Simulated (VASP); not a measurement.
A run of VASP 6.6.1 is set up as follows.

INCAR

```
PREC = Accurate
ENCUT = 500
EDIFF = 1E-6
ISMEAR = 0
SIGMA = 0.01
LREAL = False
LASPH = True
NELM = 120
ALGO = Normal
ISIF = 2
LWAVE = False
LCHARG = True
GGA = PS
LELF = True
LVHAR = True
NBANDS = 16
GGA_COMPAT = False
```

Contents of KPOINTS:

```
regular mesh
0
Gamma
  10 10 10
```

The input POSCAR:

```
GaAs
1.0
    0.0000000000      2.7191670983      2.9265742757
    2.7191670983      0.0000000000      2.9265742757
    2.7191670983      2.7191670983      0.0000000000
Ga As
1 1
Direct
    0.0000000000      0.0000000000      0.0000000000
    0.2500000000      0.2500000000      0.2500000000
```

Potentials or basis: VASP PAW PBE potentials, release 64 (Ga_d, As).

Command:

```bash
$ cat potpaw_PBE.64/Ga_d/POTCAR potpaw_PBE.64/As/POTCAR > POTCAR
$ mpirun -np 1 vasp_std > vasp.out
```

Question: Estimate the pressure.

Answer: 3.6 GPa.

Question: What does it give for the band gap on the k mesh?

Answer: 0.57 eV.

Stress tensor (GPa, compression positive):
```
5.35 0.00 0.00
0.00 5.35 0.00
0.00 0.00 0.19
```

Caveat: the stress differs along the axes, from 0 to 5 GPa; semilocal functionals underestimate gaps, and a narrow one can read as zero; the PAW data sets were made with another functional, which shifts forces and pressure a little. A k mesh can miss the band edges.
